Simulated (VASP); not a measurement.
Here is a VASP 6.6.1 calculation.

Contents of POSCAR:

```
BAs
1.0
    2.9537856776      0.0000000000      0.0000000000
    0.0000000000      2.9537856776      0.0000000000
    0.0000000000      0.0000000000      2.9537856776
B As
1 1
Direct
    0.5000000000      0.5000000000      0.5000000000
    0.0000000000      0.0000000000      0.0000000000
```

Contents of INCAR.step1:

```
SYSTEM = BAs
  PREC = Accurate
  ENCUT = 520
  EDIFF = 1E-5
  ISMEAR = -1
  SIGMA = 0.05
  LREAL = .FALSE.
  LASPH = .TRUE.
  NELM = 100
  ALGO = Normal
  ISIF = 2
  LWAVE = .TRUE.
  LCHARG = .FALSE.
  NBANDS = 11
  GGA = PE
```

INCAR.step2

```
SYSTEM = BAs
  PREC = Accurate
  ENCUT = 520
  EDIFF = 1E-7
  ISMEAR = -1
  SIGMA = 0.05
  LREAL = .FALSE.
  LASPH = .TRUE.
  NELM = 100
  ALGO = Normal
  ISIF = 2
  LWAVE = .FALSE.
  LCHARG = .FALSE.
  GGA = B3
  LHFCALC = .TRUE.
  AEXX = 0.2
  AGGAX = 0.72
  AGGAC = 0.81
  ALDAC = 0.19
  PRECFOCK = Normal
  NBANDS = 11
  ISTART = 1
```

The input KPOINTS:

```
Automatic mesh
0
G
  5 5 5
  0 0 0
```

Potentials or basis: VASP PAW PBE potentials, release 64 (B, As).

Run with:

```bash
$ cat potpaw_PBE.64/B/POTCAR potpaw_PBE.64/As/POTCAR > POTCAR
$ cp INCAR.step1 INCAR
$ mpirun -np 1 vasp_std > vasp.out
$ cp INCAR.step2 INCAR
$ mpirun -np 1 vasp_std > vasp.out
```

**Question.** Estimate the pressure.

**Answer.** -0.1 GPa.

**Question.** Estimate the band gap on the k mesh.

**Answer.** Zero (bands 4 and 5 overlap by 4.53 eV).

Caveat: the k points lie up to 0.43 Å⁻¹ apart, too coarse for converged energies and pressures of a metal; the PAW data sets were made with another functional, which shifts forces and pressure a little.
